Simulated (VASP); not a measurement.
Here is a VASP 6.6.1 calculation.

File INCAR:

```
SYSTEM = FeO
AGGAC    = 1.0          
AGGAX    = 1.0          
ALDAC    = 0.0          
ALDAX    = 1.0          
ALGO     = Normal         ! electronic algorithm
EDIFF    = 1E-6           ! SCF threshold, eV
ENCUT    = 700            ! plane-wave cutoff, eV
GGA      = B5             ! functional
GGA_COMPAT= .FALSE.      
ISIF     = 2              ! what is computed and relaxed
ISMEAR   = -1             ! smearing method
ISPIN    = 2              ! spin polarisation
IVDW     = 13             ! dispersion correction
LASPH    = .TRUE.         ! aspherical terms in the spheres
LCHARG   = .FALSE.        ! write CHGCAR
LMAXMIX  = 4              ! l up to which the mixer works
LORBIT   = 11             ! projections on sites
LREAL    = .FALSE.        ! projectors in reciprocal space
LWAVE    = .FALSE.        ! write WAVECAR
MAGMOM   = 3 0            ! initial moments
NBANDS   = 22             ! bands
NELM     = 200            ! most SCF steps
PREC     = Accurate       ! precision mode
SIGMA    = 0.05           ! smearing width, eV
VDW_A1   = 0.44488865   
VDW_A2   = 4.0933009    
VDW_S6   = 1.0          
VDW_S8   = 2.34076671
```

KPOINTS

```
k-points
0
G
  11 11 11
  0 0 0
```

Contents of POSCAR:

```
FeO
1.0
    0.0000000000      2.1554000000      2.1554000000
    2.1554000000      0.0000000000      2.1554000000
    2.1554000000      2.1554000000      0.0000000000
Fe O
1 1
Direct
    0.0000000000      0.0000000000      0.0000000000
    0.5000000000      0.5000000000      0.5000000000
```

Potentials or basis: VASP PAW PBE potentials, release 64 (Fe_sv, O).

Command:

```sh
$ cat potpaw_PBE.64/Fe_sv/POTCAR potpaw_PBE.64/O/POTCAR > POTCAR
$ mpirun -np 1 vasp_std > vasp.out
```

(1) What does it give for the site moments?

(2) Predict the net moment.

(3) Estimate the pressure.

(4) Estimate the band gap on the k mesh.

Answers

(1) Fe +3.46; O +0.32 μB.

(2) 4.00 μB per cell.

(3) -3.0 GPa.

(4) zero (filled and empty bands overlap).

Caveat: the PAW data sets were made with another functional, which shifts forces and pressure a little; a cell with one magnetic atom can't hold antiferromagnetic order, which such compounds often take; semilocal functionals often make such compounds metallic where correlation or magnetic order opens a gap, which also shifts bond lengths.
